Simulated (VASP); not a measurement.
# Mg2I (Fm-3m) in VASP: further runs

Mg2I is run at these levels: PBE; tasks: single point, relaxation of cell and atoms.

Program: VASP 6.6.1. These are calculated values, not measurements. Logs are shortened: lines on timing, memory, paths and dates and some standing lists are left out, and cuts for length are marked.

**1. The cell of the first run**

The structure is cubic, space group Fm-3m (No. 225). Conventional cell: a = 7.765 Å, b = 7.765 Å, c = 7.765 Å, α = 90.00°, β = 90.00°, γ = 90.00°. Mg (site symmetry -43m) has 4 I at 3.36 Å and 6 Mg at 3.88 Å within 4.4 Å. I (site symmetry m-3m) has 8 Mg at 3.36 Å within 4.4 Å.

**2. Single point, PBE**

The input, INCAR:

```
ALGO = Normal ; EDIFF = 1E-6
ENCUT = 520 ; GGA = PE
ISIF = 2 ; ISMEAR = 0
LASPH = T ; LCHARG = T
LELF = T ; LREAL = F
LVHAR = T ; LWAVE = F
NBANDS = 12 ; NELM = 60
PREC = Accurate ; SIGMA = 0.1
```

The input, KPOINTS:

```
k-points
0
Gamma
  4 4 4
```

The input, POSCAR:

```
Mg2I
1.0
    0.0000000000      3.8825634046      3.8825634046
    3.8825634046      0.0000000000      3.8825634046
    3.8825634046      3.8825634046      0.0000000000
Mg I
2 1
Direct
    0.2500000000      0.2500000000      0.2500000000
    0.7500000000      0.7500000000      0.7500000000
    0.0000000000      0.0000000000      0.0000000000
```

Potentials or basis: VASP PAW PBE potentials, release 64 (Mg, I).

Started as:

```console
cat potpaw_PBE.64/Mg/POTCAR potpaw_PBE.64/I/POTCAR > POTCAR
mpirun -np 1 vasp_std > vasp.out
```

OUTCAR:

```text
EDIFF = 1E-6
   ENCUT = 520
   GGA = PE
   ISIF = 2
   ISMEAR = 0
   LASPH = T
   LREAL = F
   NELM = 60
   PREC = Accurate

 ion  position               nearest neighbor table
   1  0.250  0.250  0.250-   3 3.36   3 3.36   3 3.36   3 3.36
   2  0.750  0.750  0.750-   3 3.36   3 3.36   3 3.36   3 3.36
   3  0.000  0.000  0.000-   2 3.36   2 3.36   2 3.36   1 3.36   2 3.36   1 3.36   1 3.36   1 3.36

  LATTYP: Found a face centered cubic cell.
 ALAT       =     7.7651268092

  Lattice vectors:

 A1 = (   0.0000000000,   3.8825634046,   3.8825634046)
 A2 = (   3.8825634046,   0.0000000000,   3.8825634046)
 A3 = (   3.8825634046,   3.8825634046,   0.0000000000)

Analysis of symmetry for initial positions (statically):
=====================================================================
 Subroutine PRICEL returns:
 Original cell was already a primitive cell.

 Routine SETGRP: Setting up the symmetry group for a
 face centered cubic supercell.

 Subroutine GETGRP returns: Found 48 space group operations
 (whereof 48 operations were pure point group operations)
 out of a pool of 48 trial point group operations.

The static configuration has the point symmetry O_h .

Analysis of symmetry for dynamics (positions and initial velocities):
=====================================================================
 Subroutine PRICEL returns:
 Original cell was already a primitive cell.

 Routine SETGRP: Setting up the symmetry group for a
 face centered cubic supercell.

 Subroutine GETGRP returns: Found 48 space group operations
 (whereof 48 operations were pure point group operations)
 out of a pool of 48 trial point group operations.

The dynamic configuration has the point symmetry O_h .

 Subroutine INISYM returns: Found 48 space group operations
 (whereof 48 operations are pure point group operations),
 and found     1 'primitive' translations

----------------------------------------------------------------------------------------

                                     Primitive cell

  volume of cell :     117.0538

  direct lattice vectors                    reciprocal lattice vectors
     0.000000000  3.882563405  3.882563405    -0.128780898  0.128780898  0.128780898
     3.882563405  0.000000000  3.882563405     0.128780898 -0.128780898  0.128780898
     3.882563405  3.882563405  0.000000000     0.128780898  0.128780898 -0.128780898

  length of vectors
     5.490773824  5.490773824  5.490773824     0.223055058  0.223055058  0.223055058

  position of ions in fractional coordinates (direct lattice)
     0.250000000  0.250000000  0.250000000
     0.750000000  0.750000000  0.750000000
     0.000000000  0.000000000  0.000000000

  ion indices of the primitive-cell ions
   primitive index   ion index
                 1           1
                 2           2
                 3           3

----------------------------------------------------------------------------------------

 KPOINTS: k-points

Automatic generation of k-mesh.
 Grid dimensions read from file:
 generate k-points for:    4    4    4

 Generating k-lattice:

  Cartesian coordinates                     Fractional coordinates (reciprocal lattice)
    -0.032195224  0.032195224  0.032195224     0.250000000  0.000000000  0.000000000
     0.032195224 -0.032195224  0.032195224     0.000000000  0.250000000  0.000000000
     0.032195224  0.032195224 -0.032195224     0.000000000  0.000000000  0.250000000

  Length of vectors
     0.055763764  0.055763764  0.055763764

  Shift w.r.t. Gamma in fractional coordinates (k-lattice)
     0.000000000  0.000000000  0.000000000

 Subroutine IBZKPT returns following result:
 ===========================================

 Found      8 irreducible k-points:

 Following reciprocal coordinates:
            Coordinates               Weight
  0.000000  0.000000  0.000000      1.000000
  0.250000  0.000000  0.000000      8.000000
  0.500000  0.000000  0.000000      4.000000
  0.250000  0.250000  0.000000      6.000000
  0.500000  0.250000  0.000000     24.000000
 -0.250000  0.250000  0.000000     12.000000
  0.500000  0.500000  0.000000      3.000000
 -0.250000  0.500000  0.250000      6.000000
   k-points           NKPTS =      8   k-points in BZ     NKDIM =      8   number of bands    NBANDS=     12
   number of dos      NEDOS =    301   number of ions     NIONS =      3
   total plane-waves  NPLWV =  74088
   dimension x,y,z NGX =    42 NGY =   42 NGZ =   42
   dimension x,y,z NGXF=    84 NGYF=   84 NGZF=   84
   ions per type =               2   1
   NGX,Y,Z   is equivalent  to a cutoff of  12.72, 12.72, 12.72 a.u.
   NGXF,Y,Z  is equivalent  to a cutoff of  25.43, 25.43, 25.43 a.u.
 SYSTEM =  unknown system
   PREC   = accura    normal or accurate (medium, high low for compatibility)
   ISTART =      0    job   : 0-new  1-cont  2-samecut
   ICHARG =      2    charge: 1-file 2-atom 10-const
   ISPIN  =      1    spin polarized calculation?
   LNONCOLLINEAR =      F non collinear calculations
   LSORBIT =      F    spin-orbit coupling
   LASPH  =      T    aspherical Exc in radial PAW
   ENCUT  =  520.0 eV  38.22 Ry    6.18 a.u.  10.21 10.21 10.21*2*pi/ulx,y,z
   NELM   =     60;   NELMIN=  2; NELMDL= -5     # of ELM steps
   EDIFF  = 0.1E-05   stopping-criterion for ELM
   LREAL  =      F    real-space projection
   EDIFFG = 0.1E-04   stopping-criterion for IOM
   NSW    =      0    number of steps for IOM
   IBRION =     -1    ionic relax: 0-MD 1-quasi-New 2-CG
   NFREE  =      0    steps in history (QN), initial steepest desc. (CG)
   ISIF   =      2    stress and relaxation
   ISYM   =      2    0-nonsym 1-usesym 2-fastsym
   POTIM  = 0.5000    time-step for ionic-motion
   TEBEG  =    0.0;   TEEND  =   0.0 temperature during run
   PSTRESS=    0.0 pullay stress
   NELECT =      11.0000    total number of electrons
   NUPDOWN=      -1.0000    fix difference up-down
   EMIN   =  10.00;   EMAX   =-10.00  energy-range for DOS
   EFERMI =   0.00;   METHOD = LEGACY
   ISMEAR =     0;   SIGMA  =   0.10  broadening in eV -4-tet -1-fermi 0-gaus
   EFERMI_NEDOS =   21; number of points for ismear=-14 and -15
   IALGO  =     38    algorithm
   IMIX   =      4    mixing-type and parameters
     AMIX     =   0.40;   BMIX     =  1.00
     AMIX_MAG =   1.60;   BMIX_MAG =  1.00
  volume/ion in A,a.u.               =      39.02       263.31
  Fermi-wavevector in a.u.,A,eV,Ry     =   0.744293  1.406510  7.537244  0.553972
  Thomas-Fermi vector in A             =   1.839610
   LORBIT       =      0    0 simple, 1 ext, 2 COOP (PROOUT), +10 PAW based schemes
   GGA     = PE    functional components
   LHFCALC =     F    Hartree Fock is set to
   AEXX    =    0.0000 exact exchange contribution
   IVDW    =     0    specifies the selected vdW correction
   LEPSILON=     F    determine dielectric tensor
   LRPA    =     F    only Hartree local field effects (RPA)
 non-spin polarized calculation
 Gauss-broadening in eV      SIGMA  =   0.10
  energy-cutoff  :      520.00
  volume of cell :      117.05
 maximum number of plane-waves:      3178
 NGX is ok and might be reduce to    42
   NGX = 21   NGY = 21   NGZ = 21

 number of electron      10.9999999 magnetization

 Free energy of the ion-electron system (eV)
  ---------------------------------------------------
  ext. energy  EPLUGINS =         0.00000000
  ---------------------------------------------------
  free energy    TOTEN  =        -3.54720418 eV

  energy without entropy =       -3.51528184  energy(sigma->0) =       -3.53124301

 E-fermi :   2.4781     XC(G=0):  -7.2973

 val. band max:        2.4226360063   @ k =  -0.2500   0.5000   0.2500
 cond. band min:       2.5183449101   @ k =   0.5000   0.2500   0.0000
 fundamental gap:      0.0957089039
 Fermi energy:         2.4781006137

 k-point     1 :       0.0000    0.0000    0.0000
  band No.  band energies     occupation
      1     -11.6854      2.00000
      2      -1.6146      2.00000
      3      -1.6146      2.00000
      4      -1.6146      2.00000
      5      -0.6328      2.00000
      6       3.5594      0.00000
      7       3.5594      0.00000
      8       3.5594      0.00000
      9       3.9016      0.00000
     10       6.4679      0.00000
     11       6.4679      0.00000
     12       6.9381      0.00000

 k-point     2 :       0.2500    0.0000    0.0000
  band No.  band energies     occupation
      1     -11.6476      2.00000
      2      -2.5334      2.00000
      3      -1.7011      2.00000
      4      -1.7011      2.00000
      5       0.4034      2.00000
      6       2.5518      0.29698
      7       3.8575      0.00000
      8       3.8575      0.00000
      9       5.4659      0.00000
     10       5.6118      0.00000
     11       5.6118      0.00000
     12       7.0239      0.00000

 k-point     3 :       0.5000    0.0000    0.0000
  band No.  band energies     occupation
      1     -11.6088      2.00000
      2      -3.0141      2.00000
      3      -1.7803      2.00000
      4      -1.7803      2.00000
      5       0.5539      2.00000
      6       3.3347      0.00000
      7       3.8547      0.00000
      8       3.8547      0.00000
      9       5.2453      0.00000
     10       6.4901      0.00000
     11       6.4901      0.00000
     12       6.6786      0.00000

 k-point     4 :       0.2500    0.2500    0.0000
  band No.  band energies     occupation
      1     -11.6351      2.00000
      2      -2.5667      2.00000
      3      -1.8526      2.00000
      4      -1.8526      2.00000
      5       0.9860      2.00000
      6       1.9138      2.00000
      7       3.9660      0.00000
      8       4.2623      0.00000
      9       4.2623      0.00000
     10       6.6330      0.00000
     11       7.0550      0.00000
     12       8.0022      0.00000

 k-point     5 :       0.5000    0.2500    0.0000
  band No.  band energies     occupation
      1     -11.5964      2.00000
      2      -2.8471      2.00000
      3      -2.2403      2.00000
      4      -1.9274      2.00000
      5       1.4747      2.00000
      6       2.5183      0.56926
      7       3.1908      0.00000
      8       4.5651      0.00000
      9       4.9090      0.00000
     10       6.6698      0.00000
     11       7.2553      0.00000
     12       7.3304      0.00000

 k-point     6 :      -0.2500    0.2500    0.0000
  band No.  band energies     occupation
      1     -11.6092      2.00000
      2      -2.7326      2.00000
      3      -2.2808      2.00000
      4      -1.7855      2.00000
      5       1.3958      2.00000
      6       2.3501      1.92964
      7       3.4625      0.00000
      8       4.6745      0.00000
      9       4.7367      0.00000
     10       5.6138      0.00000
     11       7.0563      0.00000
     12       7.5529      0.00000

 k-point     7 :       0.5000    0.5000    0.0000
  band No.  band energies     occupation
      1     -11.5838      2.00000
      2      -2.9999      2.00000
      3      -2.0592      2.00000
      4      -2.0592      2.00000
      5       1.3012      2.00000
      6       2.0208      2.00000
      7       3.4169      0.00000
      8       5.4072      0.00000
      9       5.4072      0.00000
     10       7.0704      0.00000
     11       7.3723      0.00000
     12       7.3723      0.00000

 k-point     8 :      -0.2500    0.5000    0.2500
  band No.  band energies     occupation
      1     -11.5836      2.00000
      2      -2.6102      2.00000
      3      -2.6102      2.00000
      4      -2.1107      2.00000
      5       2.4226      1.56719
      6       2.4226      1.56719
      7       3.0715      0.00000
      8       3.4415      0.00000
      9       5.9283      0.00000
     10       5.9283      0.00000
     11       7.4773      0.00000
     12       8.2143      0.00000

------------------------ aborting loop because EDIFF is reached ----------------------------------------

  FORCE on cell =-STRESS in cart. coord.  units (eV):
  Direction    XX          YY          ZZ          XY          YZ          ZX
  --------------------------------------------------------------------------------------
  -------------------------------------------------------------------------------------
  Total        0.0746438      0.0746438      0.0746438      0.0000000      0.0000000     -0.0000000
  in kB        1.0216894      1.0216894      1.0216894      0.0000000      0.0000000     -0.0000000
  external PRESSURE =       1.0216894 kB  Pullay stress =       0.0000000 kB

 VOLUME and BASIS-vectors are now :
 -----------------------------------------------------------------------------
  energy-cutoff  :      520.00
  volume of cell :      117.05
      direct lattice vectors                 reciprocal lattice vectors
     0.000000000  3.882563405  3.882563405    -0.128780898  0.128780898  0.128780898
     3.882563405  0.000000000  3.882563405     0.128780898 -0.128780898  0.128780898
     3.882563405  3.882563405  0.000000000     0.128780898  0.128780898 -0.128780898

 POSITION                                       TOTAL-FORCE (eV/Angst)
 -----------------------------------------------------------------------------------
      1.94128      1.94128      1.94128        -0.000000      0.000000     -0.000000
      5.82385      5.82385      5.82385         0.000000      0.000000      0.000000
      0.00000      0.00000      0.00000         0.000000     -0.000000      0.000000
 -----------------------------------------------------------------------------------
    total drift:                               -0.000000      0.000000      0.000000

  FREE ENERGIE OF THE ION-ELECTRON SYSTEM (eV)
  ---------------------------------------------------
  free  energy   TOTEN  =        -3.5472041808 eV

  energy  without entropy=       -3.5152818404  energy(sigma->0) =       -3.53124301
```

It took 8.9 s on 1 thread of Intel Xeon 6975P-C (Granite Rapids), shared host; peak memory 0.25 GiB.

Results:

- Free energy: -3.5472 eV
- Pressure: 0.1 GPa
- Band gap on the k mesh: zero (an odd number of electrons rules out a gap without spin polarisation)

Caveat: spin-orbit coupling is left out, which moves the levels of the heavy elements; an odd number of electrons without spin polarisation forces a metal; a magnetic or distorted state may lie lower.

**3. Single point, PBE**

This run uses another cell than the first one, of 26.04 Å³/atom.

The input, INCAR:

```
PREC     = Accurate       # precision mode
ENCUT    = 520            # plane-wave cutoff, eV
EDIFF    = 1E-6           # SCF threshold, eV
ISMEAR   = 0              # smearing method
SIGMA    = 0.1            # smearing width, eV
LREAL    = F              # projectors in reciprocal space
LASPH    = T              # aspherical terms in the spheres
NELM     = 100            # most SCF steps
ALGO     = Normal         # electronic algorithm
ISIF     = 2              # what is computed and relaxed
LWAVE    = F              # write WAVECAR
LCHARG   = F              # write CHGCAR
GGA      = PE             # functional
NBANDS   = 12             # bands
```

The input, KPOINTS:

```
regular mesh
0
Gamma
  6 6 6
```

The input, POSCAR:

```
Mg2I
1.0
    0.0000000000      3.3930162946      3.3930162946
    3.3930162946      0.0000000000      3.3930162946
    3.3930162946      3.3930162946      0.0000000000
Mg I
2 1
Direct
    0.2500000000      0.2500000000      0.2500000000
    0.7500000000      0.7500000000      0.7500000000
    0.0000000000      0.0000000000      0.0000000000
```

Potentials or basis: VASP PAW PBE potentials, release 64 (Mg, I).

Started as:

```console
cat potpaw_PBE.64/Mg/POTCAR potpaw_PBE.64/I/POTCAR > POTCAR
mpirun -np 1 vasp_std > vasp.out
```

Wall time 6.4 s (1 thread of Intel Xeon 6975P-C (Granite Rapids), shared host); peak memory 0.2 GiB.

It converged, with:

```
Free energy            : -2.9437 eV
Pressure               : 9.9 GPa
Band gap on the k mesh : zero (an odd number of electrons rules out a gap without spin polarisation)
```

Levels at points of the mesh, in eV from the Fermi level:
```csv
k point,band 2,band 3,band 4,band 5,band 6,band 7,band 8,band 9
"(0.00, 0.00, 0.00)",-5.18,-5.18,-5.18,-3.07,0.71,0.71,0.71,3.23
"(0.50, 0.00, 0.00)",-7.44,-5.47,-5.47,-1.92,0.88,0.88,2.15,3.60
"(0.50, 0.50, 0.00)",-7.34,-5.98,-5.98,-1.39,-1.39,3.00,4.03,4.03
```

Caveat: the cell stands under pressure; spin-orbit coupling is left out, which moves the levels of the heavy elements; an odd number of electrons without spin polarisation forces a metal; a magnetic or distorted state may lie lower.

**4. Relaxation of cell and atoms, PBE**

This run uses another cell than the first one, of 26.04 Å³/atom.

The input, INCAR:

```
PREC = Accurate
ENCUT = 600
EDIFF = 1E-7
ISMEAR = 0
SIGMA = 0.1
LREAL = False
LASPH = True
NELM = 100
ALGO = Normal
ISIF = 3
LWAVE = False
LCHARG = False
GGA = PE
IBRION = 2
NSW = 90
EDIFFG = -0.04
```

The input, KPOINTS:

```
Automatic mesh
0
Gamma
  4 4 4
```

POSCAR is that of step 3.

Started as:

```console
cat potpaw_PBE.64/Mg/POTCAR potpaw_PBE.64/I/POTCAR > POTCAR
mpirun -np 1 vasp_std > vasp.out
```

Run time: 26 s. Hardware: 1 thread of Intel Xeon 6975P-C (Granite Rapids), shared host; peak memory 0.24 GiB.

Results (log left out):

```
Free energy                           : -3.5470 eV
Relaxed volume                        : 39.30 Å³/atom
Relaxed cell                          : a = 5.504 Å, b = 5.504 Å, c = 5.504 Å, α = 60.00°, β = 60.00°, γ = 60.00°
Space group after relaxing (to 0.1 Å) : Fm-3m (No. 225)
Energy gained by relaxing             : 271.8 meV/atom
Ionic steps                           : 4
Pressure after relaxing               : 0.0 GPa
Band gap on the k mesh                : zero (an odd number of electrons rules out a gap without spin polarisation)
```

Step by step:
| step | energy change (eV) | largest force (eV/Å) | pressure (GPa) | volume (Å³) |
| --- | --- | --- | --- | --- |
| 1 | 0.0000 | 0.0000 | 8.37 | 78.12 |
| 2 | -0.5622 | 0.0000 | 3.65 | 94.54 |
| 3 | -0.8128 | 0.0000 | 0.30 | 115.39 |
| 4 | -0.8153 | 0.0000 | 0.01 | 117.91 |

Final structure:
```yaml
crystal:
  lattice:
    - [0.00000, 3.89203, 3.89203]
    - [3.89203, 0.00000, 3.89203]
    - [3.89203, 3.89203, 0.00000]
  atoms:
    - { symbol: Mg, position: [0.25000, 0.25000, 0.25000] }
    - { symbol: Mg, position: [0.75000, 0.75000, 0.75000] }
    - { symbol: I, position: [0.00000, 0.00000, 0.00000] }
```

Levels at points of the mesh, in eV from the Fermi level:
```
           k point  band 2  band 3  band 4  band 5  band 6  band 7  band 8  band 9
(0.00, 0.00, 0.00)   -4.06   -4.06   -4.06   -3.09    1.10    1.10    1.10    1.41
(0.50, 0.00, 0.00)   -5.45   -4.23   -4.23   -1.91    0.84    1.40    1.40    2.77
(0.50, 0.50, 0.00)   -5.44   -4.50   -4.50   -1.16   -0.43    0.92    2.92    2.92
```

Caveat: the k points lie up to 0.35 Å⁻¹ apart in the final cell, too coarse for converged energies and pressures of a metal; the volume moved by over 15 % at a fixed basis, so the end points are rough; spin-orbit coupling is left out, which moves the levels of the heavy elements; an odd number of electrons without spin polarisation forces a metal; a magnetic or distorted state may lie lower.

(Part 1 of 2 ends here.)

The gap in the log of VASP goes by the Fermi energy; the results here count the filled bands.